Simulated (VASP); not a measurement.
# Zn (Fd-3m) in VASP: a series of runs, part 2 of 2

VASP 6.6.1. The steps go on from the part before.

## Step 6: Relaxation of cell and atoms, PBE

This run uses another cell than the first one, of 19.90 Å³/atom, 1.119 times its volume.

INCAR reads:

```
ALGO     = Normal         # electronic algorithm
EDIFF    = 1E-7           # SCF threshold, eV
EDIFFG   = -0.02          # ionic threshold
ENCUT    = 600            # plane-wave cutoff, eV
GGA      = PE             # functional
IBRION   = 2              # ionic algorithm
ISIF     = 3              # what is computed and relaxed
ISMEAR   = -1             # smearing method
LASPH    = True           # aspherical terms in the spheres
LCHARG   = False          # write CHGCAR
LREAL    = False          # projectors in reciprocal space
LWAVE    = False          # write WAVECAR
NELM     = 100            # most SCF steps
NSW      = 80             # ionic steps
PREC     = Accurate       # precision mode
SIGMA    = 0.05           # smearing width, eV
```

KPOINTS reads:

```
k-points
0
Gamma
  7 7 7
```

POSCAR reads:

```
Zn
1.0
    0.0000000000      2.7100000000      2.7100000000
    2.7100000000      0.0000000000      2.7100000000
    2.7100000000      2.7100000000      0.0000000000
Zn
2
Direct
    0.0000000000      0.0000000000      0.0000000000
    0.2500000000      0.2500000000      0.2500000000
```

Potentials or basis: VASP PAW PBE potentials, release 64 (Zn).

Run with:

```console
$ cat potpaw_PBE.64/Zn/POTCAR > POTCAR
$ mpirun -np 1 vasp_std > vasp.out
```

OUTCAR:

```text
EDIFF = 1E-7
   EDIFFG = -0.02
   ENCUT = 600
   GGA = PE
   IBRION = 2
   ISIF = 3
   ISMEAR = -1
   LASPH = True
   LREAL = False
   NELM = 100
   NSW = 80
   PREC = Accurate

 ion  position               nearest neighbor table
   1  0.000  0.000  0.000-   2 2.35   2 2.35   2 2.35   2 2.35
   2  0.250  0.250  0.250-   1 2.35   1 2.35   1 2.35   1 2.35

  LATTYP: Found a face centered cubic cell.
 ALAT       =     5.4200000000

  Lattice vectors:

 A1 = (   0.0000000000,   2.7100000000,   2.7100000000)
 A2 = (   2.7100000000,   0.0000000000,   2.7100000000)
 A3 = (   2.7100000000,   2.7100000000,   0.0000000000)

Analysis of symmetry for initial positions (statically):
=====================================================================
 Subroutine PRICEL returns:
 Original cell was already a primitive cell.

 Routine SETGRP: Setting up the symmetry group for a
 face centered cubic supercell.

 Subroutine GETGRP returns: Found 48 space group operations
 (whereof 24 operations were pure point group operations)
 out of a pool of 48 trial point group operations.

The static configuration has the point symmetry T_d .
 The point group associated with its full space group is O_h .

Analysis of symmetry for dynamics (positions and initial velocities):
=====================================================================
 Subroutine PRICEL returns:
 Original cell was already a primitive cell.

 Routine SETGRP: Setting up the symmetry group for a
 face centered cubic supercell.

 Subroutine GETGRP returns: Found 48 space group operations
 (whereof 24 operations were pure point group operations)
 out of a pool of 48 trial point group operations.

The dynamic configuration has the point symmetry T_d .
 The point group associated with its full space group is O_h .

 Subroutine INISYM returns: Found 48 space group operations
 (whereof 24 operations are pure point group operations),
 and found     1 'primitive' translations

----------------------------------------------------------------------------------------

                                     Primitive cell

  volume of cell :      39.8050

  direct lattice vectors                    reciprocal lattice vectors
     0.000000000  2.710000000  2.710000000    -0.184501845  0.184501845  0.184501845
     2.710000000  0.000000000  2.710000000     0.184501845 -0.184501845  0.184501845
     2.710000000  2.710000000  0.000000000     0.184501845  0.184501845 -0.184501845

  length of vectors
     3.832518754  3.832518754  3.832518754     0.319566570  0.319566570  0.319566570

  position of ions in fractional coordinates (direct lattice)
     0.000000000  0.000000000  0.000000000
     0.250000000  0.250000000  0.250000000

  ion indices of the primitive-cell ions
   primitive index   ion index
                 1           1
                 2           2

----------------------------------------------------------------------------------------

 KPOINTS: k-points

Automatic generation of k-mesh.
 Grid dimensions read from file:
 generate k-points for:    7    7    7

 Generating k-lattice:

  Cartesian coordinates                     Fractional coordinates (reciprocal lattice)
    -0.026357406  0.026357406  0.026357406     0.142857143  0.000000000  0.000000000
     0.026357406 -0.026357406  0.026357406     0.000000000  0.142857143  0.000000000
     0.026357406  0.026357406 -0.026357406     0.000000000  0.000000000  0.142857143

  Length of vectors
     0.045652367  0.045652367  0.045652367

  Shift w.r.t. Gamma in fractional coordinates (k-lattice)
     0.000000000  0.000000000  0.000000000

 Subroutine IBZKPT returns following result:
 ===========================================

 Found     20 irreducible k-points:

 Following reciprocal coordinates:
            Coordinates               Weight
  0.000000  0.000000  0.000000      1.000000
  0.142857  0.000000  0.000000      8.000000
  0.285714  0.000000  0.000000      8.000000
  0.428571  0.000000  0.000000      8.000000
  0.142857  0.142857  0.000000      6.000000
  0.285714  0.142857  0.000000     24.000000
[... 12 lines left out ...]
 -0.428571  0.428571  0.142857     24.000000
 -0.285714  0.428571  0.142857     24.000000
   k-points           NKPTS =     20   k-points in BZ     NKDIM =     20   number of bands    NBANDS=     16
   number of dos      NEDOS =    301   number of ions     NIONS =      2
   total plane-waves  NPLWV =  32768
   dimension x,y,z NGX =    32 NGY =   32 NGZ =   32
   dimension x,y,z NGXF=    64 NGYF=   64 NGZF=   64
   ions per type =               2
   NGX,Y,Z   is equivalent  to a cutoff of  13.88, 13.88, 13.88 a.u.
   NGXF,Y,Z  is equivalent  to a cutoff of  27.76, 27.76, 27.76 a.u.
 SYSTEM =  unknown system
   PREC   = accura    normal or accurate (medium, high low for compatibility)
   ISTART =      0    job   : 0-new  1-cont  2-samecut
   ICHARG =      2    charge: 1-file 2-atom 10-const
   ISPIN  =      1    spin polarized calculation?
   LNONCOLLINEAR =      F non collinear calculations
   LSORBIT =      F    spin-orbit coupling
   LASPH  =      T    aspherical Exc in radial PAW
   ENCUT  =  600.0 eV  44.10 Ry    6.64 a.u.   7.65  7.65  7.65*2*pi/ulx,y,z
   NELM   =    100;   NELMIN=  2; NELMDL= -5     # of ELM steps
   EDIFF  = 0.1E-06   stopping-criterion for ELM
   LREAL  =      F    real-space projection
   EDIFFG = -.2E-01   stopping-criterion for IOM
   NSW    =     80    number of steps for IOM
   IBRION =      2    ionic relax: 0-MD 1-quasi-New 2-CG
   NFREE  =      1    steps in history (QN), initial steepest desc. (CG)
   ISIF   =      3    stress and relaxation
   ISYM   =      2    0-nonsym 1-usesym 2-fastsym
   POTIM  = 0.5000    time-step for ionic-motion
   TEBEG  =    0.0;   TEEND  =   0.0 temperature during run
   PSTRESS=    0.0 pullay stress
   NELECT =      24.0000    total number of electrons
   NUPDOWN=      -1.0000    fix difference up-down
   EMIN   =  10.00;   EMAX   =-10.00  energy-range for DOS
   EFERMI =   0.00;   METHOD = LEGACY
   ISMEAR =    -1;   SIGMA  =   0.05  broadening in eV -4-tet -1-fermi 0-gaus
   EFERMI_NEDOS =   21; number of points for ismear=-14 and -15
   IALGO  =     38    algorithm
   IMIX   =      4    mixing-type and parameters
     AMIX     =   0.40;   BMIX     =  1.00
     AMIX_MAG =   1.60;   BMIX_MAG =  1.00
  volume/ion in A,a.u.               =      19.90       134.31
  Fermi-wavevector in a.u.,A,eV,Ry     =   1.383033  2.613554 26.024965  1.912781
  Thomas-Fermi vector in A             =   2.507669
   LORBIT       =      0    0 simple, 1 ext, 2 COOP (PROOUT), +10 PAW based schemes
   GGA     = PE    functional components
   LHFCALC =     F    Hartree Fock is set to
   AEXX    =    0.0000 exact exchange contribution
   IVDW    =     0    specifies the selected vdW correction
   LEPSILON=     F    determine dielectric tensor
   LRPA    =     F    only Hartree local field effects (RPA)
 conjugate gradient relaxation of ions
 non-spin polarized calculation
  energy-cutoff  :      600.00
  volume of cell :       39.81
 maximum number of plane-waves:      1363
   NGX = 15   NGY = 15   NGZ = 15

--------------------------------------- Ionic step        1  -------------------------------------------

 number of electron      24.0000005 magnetization

 Free energy of the ion-electron system (eV)
  ---------------------------------------------------
  ext. energy  EPLUGINS =         0.00000000
  ---------------------------------------------------
  free energy    TOTEN  =        -1.02478080 eV

  energy without entropy =       -1.01567492  energy(sigma->0) =       -1.02022786

------------------------ aborting loop because EDIFF is reached ----------------------------------------

  FORCE on cell =-STRESS in cart. coord.  units (eV):
  Direction    XX          YY          ZZ          XY          YZ          ZX
  --------------------------------------------------------------------------------------
  -------------------------------------------------------------------------------------
  Total        2.5632438      2.5632438      2.5632438     -0.0000000      0.0000000     -0.0000000
  in kB      103.1721867    103.1721867    103.1721867     -0.0000000      0.0000000     -0.0000000
  external PRESSURE =     103.1721867 kB  Pullay stress =       0.0000000 kB
[... 93 lines left out ...]
  energy  without entropy=       -1.2893210144  energy(sigma->0) =       -1.29103771

--------------------------------------- Ionic step        4  -------------------------------------------

 number of electron      23.9999998 magnetization

 Free energy of the ion-electron system (eV)
  ---------------------------------------------------
  ext. energy  EPLUGINS =         0.00000000
  ---------------------------------------------------
  free energy    TOTEN  =        -1.29396113 eV

  energy without entropy =       -1.29039039  energy(sigma->0) =       -1.29217576

 E-fermi :   0.1866     XC(G=0):  -8.8702

 val. band max:        0.0765072841   @ k =  -0.4286   0.2857   0.0000
 cond. band min:       0.4272109996   @ k =  -0.4286   0.4286   0.0000
 fundamental gap:      0.3507037154
 Fermi energy:         0.1866154765

 k-point     1 :       0.0000    0.0000    0.0000
  band No.  band energies     occupation
      1      -7.2596      2.00000
      2      -7.2596      2.00000
      3      -7.2596      2.00000
      4      -7.2292      2.00000
      5      -7.2208      2.00000
      6      -7.2208      2.00000
[... 8 lines left out ...]
     15       6.8253      0.00000
     16       6.8253      0.00000
[... 388 lines left out ...]
  FREE ENERGIE OF THE ION-ELECTRON SYSTEM (eV)
  ---------------------------------------------------
  free  energy   TOTEN  =        -1.2939611278 eV

  energy  without entropy=       -1.2903903934  energy(sigma->0) =       -1.29217576

 reached required accuracy - stopping structural energy minimisation
```

Wall time 39 s (1 thread of AMD EPYC 7R13 (Zen 3), shared host); peak memory 0.15 GiB.

What came out:

- Free energy: -1.2940 eV
- Relaxed volume: 25.08 Å³/atom
- Relaxed cell: a = 4.139 Å, b = 4.139 Å, c = 4.139 Å, α = 60.00°, β = 60.00°, γ = 60.00°
- Space group after relaxing (to 0.05 Å): Fd-3m (No. 227)
- Energy gained by relaxing: 134.6 meV/atom
- Ionic steps: 4
- Pressure after relaxing: 0.0 GPa
- Band gap on the k mesh: zero (band 12 reaches 5.34 eV, above the bottom of band 13 at -0.24 eV)

Step by step:
```csv
step,energy change (eV),largest force (eV/Å),pressure (GPa),volume (Å³)
1,0.0000,0.0000,10.32,39.81
2,-0.2582,0.0000,1.51,47.65
3,-0.2680,0.0000,-0.45,50.96
4,-0.2692,0.0000,-0.03,50.15
```

Final structure:
```xyz
2
Lattice="0.0000 2.9270 2.9270 2.9270 0.0000 2.9270 2.9270 2.9270 0.0000" Properties=species:S:1:pos:R:3 pbc="T T T"
Zn    0.0000    0.0000    0.0000
Zn    1.4635    1.4635    1.4635
```

Caveat: the volume moved by over 15 % at a fixed basis, so the end points are rough.

## Step 7: The runs side by side

| task | cell | cutoff (eV) | gap on the mesh (eV) | pressure (GPa) |
| --- | --- | --- | --- | --- |
| single point | a = 3.691 Å, angles 60.0°, 2 atoms | 520 | none | 20.5 |
| single point | a = 3.833 Å, angles 60.0°, 2 atoms | 520 | none | 10.3 |
| single point | a = 3.947 Å, angles 60.0°, 2 atoms | 520 | none | 5.3 |
| single point | a = 4.129 Å, angles 60.0°, 2 atoms | 520 | none | 0.2 |
| relaxation of cell and atoms | relaxed from a = 3.833 Å, angles 60.0°, 2 atoms | 600 | none | 0.0 |

Alike in all rows: level PBE; potentials or basis VASP PAW PBE potentials, release 64 (Zn); no spin polarisation; k mesh 7 × 7 × 7; smearing fermi-dirac 0.05 eV.

Caveats: the volume moved by over 15 % at a fixed basis, so the end points are rough (some runs).

Total energies depend on the potentials used, so only differences within one code and one set of settings carry meaning.
